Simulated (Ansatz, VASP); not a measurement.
Hf2Ti3N5 in VASP and in Ansatz

```
Hf Ti N
1.0
     1.55505    0.89781   12.55000
    -1.55505    0.89781   12.55000
     0.00000   -1.79562   12.55000
Hf Ti N
2 3 5
Direct
  0.09938 0.09938 0.09938
  0.90062 0.90062 0.90062
  0.69759 0.69759 0.69759
  0.30241 0.30241 0.30241
  0.50000 0.50000 0.50000
  0.39760 0.39760 0.39760
  0.00000 0.00000 0.00000
  0.60240 0.60240 0.60240
  0.19914 0.19914 0.19914
  0.80086 0.80086 0.80086
```

Alike in both runs: task single point; functional PBE; k mesh 6 × 6 × 6; occupations gaussian, width 0.1 eV; no spin polarisation.

```csv
,VASP,Ansatz
version,VASP 6.6.1,Ansatz 0.2.0
potentials or method,"VASP PAW PBE potentials, release 64 (Hf_pv, Ti_sv, N), cutoff 520 eV","scalar-relativistic, plane waves, PAW"
valence electrons in the cell,81,113
```

VASP gave:

* gap on the k mesh at the Fermi level (eV): none
* pressure (GPa): -1.0
* traceless stress, the component that is largest in VASP (GPa): 0.20
* rms of the force components (eV/Å): 0.088

Q: What did Ansatz give for the same quantities?

A: gap on the k mesh at the Fermi level (eV): none; pressure (GPa): -0.1; traceless stress, the component that is largest in VASP (GPa): 0.28; rms of the force components (eV/Å): 0.055.

Atom by atom the forces differ by 0.053 eV/Å (rms over components). A gap of «none» marks a metal or a gap that the smearing closes. VASP's potentials hold 81 valence electrons a cell and Ansatz's 113, so a difference there can come from the potentials and not from the codes.

The k mesh is coarse, so the values compare programs but aren't converged. Neither program's run includes spin-orbit coupling.
